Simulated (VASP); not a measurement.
# SiHgRh (P-6m2) in VASP: single point with PBE

Aim: the single point of SiHgRh with PBE.

Program: VASP 6.6.1. These are calculated values, not measurements. Logs are shortened: lines on timing, memory, paths and dates and some standing lists are left out, and cuts for length are marked.

### 1 The cell of the first run

The structure is hexagonal, space group P-6m2 (No. 187). The conventional cell has a = 4.086 Å, b = 4.086 Å, c = 3.575 Å, α = 90.00°, β = 90.00°, γ = 120.00°. Within 3.1 Å of Si (site symmetry -6m2) lie 3 Rh at 2.36 Å and 6 Hg at 2.96 Å. Within 3.9 Å of Hg (site symmetry -6m2) lie 6 Rh at 2.96 Å and 6 Si at 2.96 Å and 2 Hg at 3.57 Å. Within 3.1 Å of Rh (site symmetry -6m2) lie 3 Si at 2.36 Å and 6 Hg at 2.96 Å.

The cell was generated, and may not be a known phase.

### 2 Single point, PBE, collinear spin, ferromagnetic start

The input, INCAR:

```
ALGO = Normal ; EDIFF = 1E-6
ENCUT = 520 ; GGA = PE
ISIF = 2 ; ISMEAR = 0
ISPIN = 2 ; LASPH = True
LCHARG = False ; LMAXMIX = 4
LORBIT = 11 ; LREAL = False
LWAVE = False ; MAGMOM = 0 0 1
NBANDS = 26 ; NELM = 150
PREC = Accurate ; SIGMA = 0.1
```

The input, KPOINTS:

```
k-points
0
Gamma
  6 6 6
```

The input, POSCAR:

```
SiHgRh
1.0
    4.0861205432      0.0000000000      0.0000000000
   -2.0430602716      3.5386841933      0.0000000000
    0.0000000000      0.0000000000      3.5746256257
Si Hg Rh
1 1 1
Direct
    0.3333333333      0.6666666667      0.5000000000
    0.0000000000      0.0000000000      0.0000000000
    0.6666666667      0.3333333333      0.5000000000
```

Potentials or basis: VASP PAW PBE potentials, release 64 (Si, Hg, Rh_pv).

Run with:

```console
$ cat potpaw_PBE.64/Si/POTCAR potpaw_PBE.64/Hg/POTCAR potpaw_PBE.64/Rh_pv/POTCAR > POTCAR
$ mpirun -np 1 vasp_std > vasp.out
```

OUTCAR:

```text
EDIFF = 1E-6
   ENCUT = 520
   GGA = PE
   ISIF = 2
   ISMEAR = 0
   ISPIN = 2
   LASPH = True
   LORBIT = 11
   LREAL = False
   NELM = 150
   PREC = Accurate

 ion  position               nearest neighbor table
   1  0.333  0.667  0.500-   3 2.36   3 2.36   3 2.36   2 2.96   2 2.96   2 2.96   2 2.96   2 2.96
                             2 2.96
   2  0.000  0.000  0.000-   1 2.96   3 2.96   1 2.96   3 2.96   1 2.96   1 2.96   3 2.96   3 2.96
                             3 2.96   3 2.96   1 2.96   1 2.96
   3  0.667  0.333  0.500-   1 2.36   1 2.36   1 2.36   2 2.96   2 2.96   2 2.96   2 2.96   2 2.96
                             2 2.96

  LATTYP: Found a hexagonal cell.
 ALAT       =     4.0861205432
 C/A-ratio  =     0.8748213832

  Lattice vectors:

 A1 = (   4.0861205432,   0.0000000000,   0.0000000000)
 A2 = (  -2.0430602716,   3.5386841933,   0.0000000000)
 A3 = (   0.0000000000,   0.0000000000,   3.5746256257)

Analysis of symmetry for initial positions (statically):
=====================================================================
 Subroutine PRICEL returns:
 Original cell was already a primitive cell.

 Routine SETGRP: Setting up the symmetry group for a
 hexagonal supercell.

 Subroutine GETGRP returns: Found 12 space group operations
 (whereof 12 operations were pure point group operations)
 out of a pool of 24 trial point group operations.

The static configuration has the point symmetry D_3h.

Analysis of symmetry for dynamics (positions and initial velocities):
=====================================================================
 Subroutine PRICEL returns:
 Original cell was already a primitive cell.

 Routine SETGRP: Setting up the symmetry group for a
 hexagonal supercell.

 Subroutine GETGRP returns: Found 12 space group operations
 (whereof 12 operations were pure point group operations)
 out of a pool of 24 trial point group operations.

The dynamic configuration has the point symmetry D_3h.

Analysis of structural, dynamic, and magnetic symmetry:
=====================================================================
 Subroutine PRICEL returns:
 Original cell was already a primitive cell.

 Routine SETGRP: Setting up the symmetry group for a
 hexagonal supercell.

 Subroutine GETGRP returns: Found 12 space group operations
 (whereof 12 operations were pure point group operations)
 out of a pool of 24 trial point group operations.

The overall configuration has the point symmetry D_3h.

 Subroutine INISYM returns: Found 12 space group operations
 (whereof 12 operations are pure point group operations),
 and found     1 'primitive' translations

----------------------------------------------------------------------------------------

                                     Primitive cell

  volume of cell :      51.6873

  direct lattice vectors                    reciprocal lattice vectors
     4.086120543  0.000000000  0.000000000     0.244730910  0.141295457  0.000000000
    -2.043060272  3.538684193  0.000000000     0.000000000  0.282590914  0.000000000
     0.000000000  0.000000000  3.574625626     0.000000000  0.000000000  0.279749575

  length of vectors
     4.086120543  4.086120543  3.574625626     0.282590914  0.282590914  0.279749575

  position of ions in fractional coordinates (direct lattice)
     0.333333333  0.666666667  0.500000000
     0.000000000  0.000000000  0.000000000
     0.666666667  0.333333333  0.500000000

  ion indices of the primitive-cell ions
   primitive index   ion index
                 1           1
                 2           2
                 3           3

----------------------------------------------------------------------------------------

 KPOINTS: k-points

Automatic generation of k-mesh.
 Grid dimensions read from file:
 generate k-points for:    6    6    6

 Generating k-lattice:

  Cartesian coordinates                     Fractional coordinates (reciprocal lattice)
     0.040788485  0.023549243  0.000000000     0.166666667 -0.000000000  0.000000000
     0.000000000  0.047098486  0.000000000     0.000000000  0.166666667  0.000000000
     0.000000000  0.000000000  0.046624929     0.000000000  0.000000000  0.166666667

  Length of vectors
     0.047098486  0.047098486  0.046624929

  Shift w.r.t. Gamma in fractional coordinates (k-lattice)
     0.000000000  0.000000000  0.000000000

 Subroutine IBZKPT returns following result:
 ===========================================

 Found     28 irreducible k-points:

 Following reciprocal coordinates:
            Coordinates               Weight
  0.000000  0.000000  0.000000      1.000000
  0.166667 -0.000000  0.000000      6.000000
  0.333333 -0.000000  0.000000      6.000000
  0.500000 -0.000000  0.000000      3.000000
  0.166667  0.166667  0.000000      6.000000
  0.333333  0.166667  0.000000     12.000000
[... 16 lines left out ...]
  0.166667 -0.000000  0.500000      6.000000
  0.333333 -0.000000  0.500000      6.000000
 [... further k-points ...]
   k-points           NKPTS =     28   k-points in BZ     NKDIM =     28   number of bands    NBANDS=     26
   number of dos      NEDOS =    301   number of ions     NIONS =      3
   total plane-waves  NPLWV =  25200
   dimension x,y,z NGX =    30 NGY =   30 NGZ =   28
   dimension x,y,z NGXF=    60 NGYF=   60 NGZF=   56
   ions per type =               1   1   1
   NGX,Y,Z   is equivalent  to a cutoff of  12.21, 12.21, 13.02 a.u.
   NGXF,Y,Z  is equivalent  to a cutoff of  24.41, 24.41, 26.04 a.u.
 SYSTEM =  unknown system
   PREC   = accura    normal or accurate (medium, high low for compatibility)
   ISTART =      0    job   : 0-new  1-cont  2-samecut
   ICHARG =      2    charge: 1-file 2-atom 10-const
   ISPIN  =      2    spin polarized calculation?
   LNONCOLLINEAR =      F non collinear calculations
   LSORBIT =      F    spin-orbit coupling
   LASPH  =      T    aspherical Exc in radial PAW
   ENCUT  =  520.0 eV  38.22 Ry    6.18 a.u.   7.60  7.60  6.65*2*pi/ulx,y,z
   NELM   =    150;   NELMIN=  2; NELMDL= -5     # of ELM steps
   EDIFF  = 0.1E-05   stopping-criterion for ELM
   LREAL  =      F    real-space projection
   EDIFFG = 0.1E-04   stopping-criterion for IOM
   NSW    =      0    number of steps for IOM
   IBRION =     -1    ionic relax: 0-MD 1-quasi-New 2-CG
   NFREE  =      0    steps in history (QN), initial steepest desc. (CG)
   ISIF   =      2    stress and relaxation
   ISYM   =      2    0-nonsym 1-usesym 2-fastsym
   POTIM  = 0.5000    time-step for ionic-motion
   TEBEG  =    0.0;   TEEND  =   0.0 temperature during run
   PSTRESS=    0.0 pullay stress
   NELECT =      31.0000    total number of electrons
   NUPDOWN=      -1.0000    fix difference up-down
   EMIN   =  10.00;   EMAX   =-10.00  energy-range for DOS
   EFERMI =   0.00;   METHOD = LEGACY
   ISMEAR =     0;   SIGMA  =   0.10  broadening in eV -4-tet -1-fermi 0-gaus
   EFERMI_NEDOS =   21; number of points for ismear=-14 and -15
   IALGO  =     38    algorithm
   IMIX   =      4    mixing-type and parameters
     AMIX     =   0.40;   BMIX     =  1.00
     AMIX_MAG =   1.60;   BMIX_MAG =  1.00
  volume/ion in A,a.u.               =      17.23       116.27
  Fermi-wavevector in a.u.,A,eV,Ry     =   1.380599  2.608954 25.933433  1.906054
  Thomas-Fermi vector in A             =   2.505461
   LORBIT       =     11    0 simple, 1 ext, 2 COOP (PROOUT), +10 PAW based schemes
   GGA     = PE    functional components
   LHFCALC =     F    Hartree Fock is set to
   AEXX    =    0.0000 exact exchange contribution
   IVDW    =     0    specifies the selected vdW correction
   LEPSILON=     F    determine dielectric tensor
   LRPA    =     F    only Hartree local field effects (RPA)
 spin polarized calculation
 Gauss-broadening in eV      SIGMA  =   0.10
  energy-cutoff  :      520.00
  volume of cell :       51.69
 maximum number of plane-waves:      1442
   NGX = 15   NGY = 15   NGZ = 13

 number of electron      30.9999995 magnetization       0.0000899

 number of electron      30.9999995 magnetization      -0.0001265

 Free energy of the ion-electron system (eV)
  ---------------------------------------------------
  ext. energy  EPLUGINS =         0.00000000
  ---------------------------------------------------
  free energy    TOTEN  =       -13.05455926 eV

  energy without entropy =      -13.04954150  energy(sigma->0) =      -13.05205038

 E-fermi :   7.4899     XC(G=0): -11.8231

 val. band max:        7.4871197202   @ k =   0.5000  -0.0000   0.5000
 cond. band min:       7.6009902272   @ k =   0.3333  -0.0000   0.3333
 fundamental gap:      0.1138705070
 Fermi energy:         7.4898911975

 spin component 1

 k-point     1 :       0.0000    0.0000    0.0000
  band No.  band energies     occupation
      1     -39.1305      1.00000
      2     -39.1305      1.00000
      3     -38.8822      1.00000
      4      -3.8439      1.00000
      5      -0.5319      1.00000
      6      -0.2292      1.00000
[... 18 lines left out ...]
     25      19.2720      0.00000
     26      21.1866      0.00000
[... 644 lines left out ...]
      4      -1.8627      1.00000
      5      -0.4622      1.00000
      6      -0.4428      1.00000
[... 18 lines left out ...]
     25      20.7772      0.00000
     26      22.8608      0.00000

 [... further k-points ...]

 spin component 2

 k-point     1 :       0.0000    0.0000    0.0000
  band No.  band energies     occupation
      1     -39.1306      1.00000
      2     -39.1306      1.00000
      3     -38.8824      1.00000
      4      -3.8438      1.00000
      5      -0.5319      1.00000
      6      -0.2292      1.00000
[... 18 lines left out ...]
     25      19.2720      0.00000
     26      21.1867      0.00000
[... 644 lines left out ...]
      4      -1.8626      1.00000
      5      -0.4621      1.00000
      6      -0.4427      1.00000
[... 18 lines left out ...]
     25      20.7773      0.00000
     26      22.8609      0.00000

 [... further k-points ...]

------------------------ aborting loop because EDIFF is reached ----------------------------------------

  FORCE on cell =-STRESS in cart. coord.  units (eV):
  Direction    XX          YY          ZZ          XY          YZ          ZX
  --------------------------------------------------------------------------------------
  -------------------------------------------------------------------------------------
  Total        0.0725968      0.0725968      0.2735897      0.0000000      0.0000000      0.0000000
  in kB        2.2503199      2.2503199      8.4806043      0.0000000      0.0000000      0.0000000
  external PRESSURE =       4.3270814 kB  Pullay stress =       0.0000000 kB

 VOLUME and BASIS-vectors are now :
 -----------------------------------------------------------------------------
  energy-cutoff  :      520.00
  volume of cell :       51.69
      direct lattice vectors                 reciprocal lattice vectors
     4.086120543  0.000000000  0.000000000     0.244730910  0.141295457  0.000000000
    -2.043060272  3.538684193  0.000000000     0.000000000  0.282590914  0.000000000
     0.000000000  0.000000000  3.574625626     0.000000000  0.000000000  0.279749575

 POSITION                                       TOTAL-FORCE (eV/Angst)
 -----------------------------------------------------------------------------------
     -0.00000      2.35912      1.78731        -0.000000      0.000000      0.000000
      0.00000      0.00000      0.00000         0.000000      0.000000      0.000000
      2.04306      1.17956      1.78731         0.000000      0.000000      0.000000
 -----------------------------------------------------------------------------------
    total drift:                                0.000001     -0.000000      0.000000

  FREE ENERGIE OF THE ION-ELECTRON SYSTEM (eV)
  ---------------------------------------------------
  free  energy   TOTEN  =       -13.0545592577 eV

  energy  without entropy=      -13.0495415036  energy(sigma->0) =      -13.05205038

 total charge

# of ion       s       p       d       tot
------------------------------------------
    1        0.814   0.767   0.000   1.581
    2        0.730   0.462   9.299  10.492
    3        0.342   6.242   7.342  13.926
--------------------------------------------------
tot          1.887   7.472  16.641  25.999

 magnetization (x)

# of ion       s       p       d       tot
------------------------------------------
    1        0.000   0.000   0.000   0.000
    2        0.000   0.000   0.000   0.000
    3       -0.000  -0.000  -0.000  -0.000
--------------------------------------------------
tot         -0.000   0.000  -0.000  -0.000
```

It took 65 s on 1 thread of Intel Xeon Platinum 8259CL at 2.50GHz (Skylake/Cascade Lake), shared host; peak memory 0.22 GiB.

What came out:

```yaml
Free_energy: -13.0546 eV
Pressure: 0.4 GPa
Net_moment: 0.00 μB per cell
Valence_electrons_inside_the_program's_atomic_spheres: Si 1.58; Hg 10.49; Rh 13.93
```

Stress tensor (GPa, compression positive):
```
0.23 0.00 0.00
0.00 0.23 0.00
0.00 0.00 0.85
```

Caveat: spin-orbit coupling is left out, which moves the levels of the heavy elements.
